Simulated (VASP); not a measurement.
A run of VASP 6.6.1 is set up as follows.

Contents of INCAR:

```
SYSTEM = Al3Cu
PREC = Accurate ; ENCUT = 520
EDIFF = 1E-6 ; ISMEAR = 0
SIGMA = 0.1 ; LREAL = .FALSE.
LASPH = .TRUE. ; NELM = 60
ALGO = Fast ; ISIF = 2
LWAVE = .FALSE. ; LCHARG = .TRUE.
GGA = PS ; LELF = .TRUE.
LVHAR = .TRUE. ; NBANDS = 18
```

The input KPOINTS:

```
Automatic mesh
0
G
  12 12 12
  0 0 0
```

The input POSCAR:

```
Al3Cu
1.0
    4.0922223873      0.0000000000      0.0000000000
    0.0000000000      4.0922223873      0.0000000000
    0.0000000000      0.0000000000      4.0922223873
Al Cu
3 1
Direct
    0.0000000000      0.5000000000      0.5000000000
    0.5000000000      0.0000000000      0.5000000000
    0.5000000000      0.5000000000      0.0000000000
    0.0000000000      0.0000000000      0.0000000000
```

Potentials or basis: VASP PAW PBE potentials, release 64 (Al, Cu).

The run is started by

```sh
$ cat potpaw_PBE.64/Al/POTCAR potpaw_PBE.64/Cu/POTCAR > POTCAR
$ mpirun -np 1 vasp_std > vasp.out
```

Task: Predict the band gap on the k mesh.

Result: Zero (bands 10 and 11 overlap by 4.15 eV).

Task: Predict the pressure.

Result: -11.0 GPa.

Caveat: the cell differs from its parent crystal (strained); the cell stands under tension; the PAW data sets were made with another functional, which shifts forces and pressure a little.
